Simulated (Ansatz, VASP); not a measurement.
This is a calculation of CrO2 for Ansatz 0.2.0.

The input input.yaml:

```yaml
crystal:
  lattice:
    - [4.4791777243, 0.0, 0.0]
    - [0.0, 4.4791777243, 0.0]
    - [0.0, 0.0, 2.9553859809]
  atoms:
    - { symbol: Cr, position: [0.5, 0.5, 0.5], spin: 3.0 }
    - { symbol: Cr, position: [0.0, 0.0, 0.0], spin: 3.0 }
    - { symbol: O, position: [0.801, 0.199, 0.5] }
    - { symbol: O, position: [0.699, 0.699, 0.0] }
    - { symbol: O, position: [0.199, 0.801, 0.5] }
    - { symbol: O, position: [0.301, 0.301, 0.0] }
hamiltonian:
  xc: pbe
  pseudopotentials: { kind: paw }
magnetization:
  spin_polarized: true
kpoints:
  mp_grid: { grid: [6, 6, 9] }
scf:
  occupations: { method: fermi_dirac, width: 0.05 }
output:
  forces: true
  stress: true
  eigenvalues: true
```

Potentials or basis: Ansatz PAW.

The run is started by

```sh
$ ansatz run input.yaml --threads 2 --pin off --max-ram 5120MiB --backend cpu --events-out ev --progress --plain --runs-dir out
```

Translate it to VASP 6.6.1. Potentials there: VASP PAW PBE potentials, release 64 (Cr_pv, O).

As run (the cutoff follows the program's own potentials):

File INCAR:

```
SYSTEM = CrO2
ALGO     = Normal         ! electronic algorithm
EDIFF    = 1E-6           ! SCF threshold, eV
ENCUT    = 520            ! plane-wave cutoff, eV
GGA      = PE             ! functional
ISIF     = 2              ! what is computed and relaxed
ISMEAR   = -1             ! smearing method
ISPIN    = 2              ! spin polarisation
LASPH    = .True.         ! aspherical terms in the spheres
LCHARG   = .False.        ! write CHGCAR
LMAXMIX  = 4              ! l up to which the mixer works
LORBIT   = 11             ! projections on sites
LREAL    = .False.        ! projectors in reciprocal space
LWAVE    = .False.        ! write WAVECAR
MAGMOM   = 3 3 0 0 0 0    ! initial moments
NBANDS   = 37             ! bands
NELM     = 150            ! most SCF steps
PREC     = Accurate       ! precision mode
SIGMA    = 0.05           ! smearing width, eV
```

The input KPOINTS:

```
k-points
0
Gamma
  6 6 9
  0 0 0
```

POSCAR

```
CrO2
1.0
    4.4791777243      0.0000000000      0.0000000000
    0.0000000000      4.4791777243      0.0000000000
    0.0000000000      0.0000000000      2.9553859809
Cr O
2 4
Direct
    0.5000000000      0.5000000000      0.5000000000
    0.0000000000      0.0000000000      0.0000000000
    0.8010000000      0.1990000000      0.5000000000
    0.6990000000      0.6990000000      0.0000000000
    0.1990000000      0.8010000000      0.5000000000
    0.3010000000      0.3010000000      0.0000000000
```

Potentials or basis: VASP PAW PBE potentials, release 64 (Cr_pv, O).

The run is started by

```sh
$ cat potpaw_PBE.64/Cr_pv/POTCAR potpaw_PBE.64/O/POTCAR > POTCAR
$ mpirun -np 1 vasp_std > vasp.out
```

Both were run:

|  | VASP | Ansatz | Ansatz less VASP |
| --- | --- | --- | --- |
| gap on the k mesh at the Fermi level (eV) | none | none | - |
| pressure (GPa) | -6.2 | -6.7 | -0.52 |
| traceless stress, the component that is largest in VASP (GPa) | -1.35 | -1.47 | -0.123 |
| rms of the force components (eV/Å) | 0.156 | 0.162 | +0.0060 |
| net moment per atom (μB) | 0.67 | 0.67 | 0.000 |
| size of the moment on the site where the two differ most (μB) | 2.13 | 1.77 | -0.363 |

Site moments also hang on the region over which each program counts them. Atom by atom the forces differ by 0.006 eV/Å (rms over components). A gap of «none» marks a metal or a gap that the smearing closes. VASP's potentials hold 48 valence electrons a cell and Ansatz's 52, so a difference there can come from the potentials and not from the codes.
